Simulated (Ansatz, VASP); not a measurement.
## Two plane-wave programs on Ga2GeSe2

```
CELL_PARAMETERS angstrom
4.08989 0.00000 0.00000
-2.04494 3.54195 0.00000
0.00000 0.00000 8.85081
ATOMIC_POSITIONS crystal
Ga 0.33333 0.66667 0.06027
Ga 0.66667 0.33333 0.93973
Ge 0.00000 0.00000 0.50000
Se 0.33333 0.66667 0.33075
Se 0.66667 0.33333 0.66925
```

Alike in both runs: task single point; functional PBE; k mesh 12 × 12 × 4; no spin polarisation.

|  | VASP | Ansatz |
| --- | --- | --- |
| version | VASP 6.6.1 | Ansatz 0.2.0 |
| potentials or method | VASP PAW PBE potentials, release 64 (Ga_d, Ge_d, Se), cutoff 500 eV | scalar-relativistic, plane waves, PAW |
| occupations | tetrahedron | tetrahedron-uncorrected |
| valence electrons in the cell | 52 | 72 |

|  | VASP | Ansatz | Ansatz less VASP |
| --- | --- | --- | --- |
| gap on the k mesh at the Fermi level (eV) | none | none | - |
| pressure (GPa) | 0.2 | 0.1 | -0.08 |
| traceless stress, the component that is largest in VASP (GPa) | 0.09 | 0.03 | -0.058 |
| rms of the force components (eV/Å) | 0.016 | 0.010 | -0.0061 |

Atom by atom the forces differ by 0.006 eV/Å (rms over components). A gap of «none» marks a metal or a gap that the smearing closes. VASP's potentials hold 52 valence electrons a cell and Ansatz's 72, so a difference there can come from the potentials and not from the codes. Ansatz's warnings: band table not solved further.
